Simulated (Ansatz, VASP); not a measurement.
## One calculation of ZnF2, two programs

```
Zn F
1.0
     4.79656    0.00000    0.00000
     0.00000    4.79656    0.00000
     0.00000    0.00000    3.18990
Zn F
2 4
Direct
  0.50000 0.50000 0.50000
  0.00000 0.00000 0.00000
  0.69584 0.69584 0.00000
  0.80416 0.19584 0.50000
  0.30416 0.30416 0.00000
  0.19584 0.80416 0.50000
```

Change from the starting cell: equal strain along all axes, cell held, atoms relaxed: +2.0 %.

Alike in both runs: task relaxation of the atoms; functional r2SCAN; k mesh 6 × 6 × 8; occupations gaussian, width 0.02 eV; no spin polarisation.

```csv
,VASP,Ansatz
version,VASP 6.6.1,Ansatz 0.2.0
potentials or method,"VASP PAW PBE potentials, release 64 (Zn, F), cutoff 580 eV","scalar-relativistic, plane waves, PAW"
valence electrons in the cell,52,52
```

|  | VASP | Ansatz | Ansatz less VASP |
| --- | --- | --- | --- |
| gap on the k mesh at the Fermi level, each at its own relaxed structure (eV) | 4.16 | 4.22 | +0.057 |

VASP's potentials were made for PBE, not for r2SCAN. Ansatz's warnings: stress scf threshold loose.
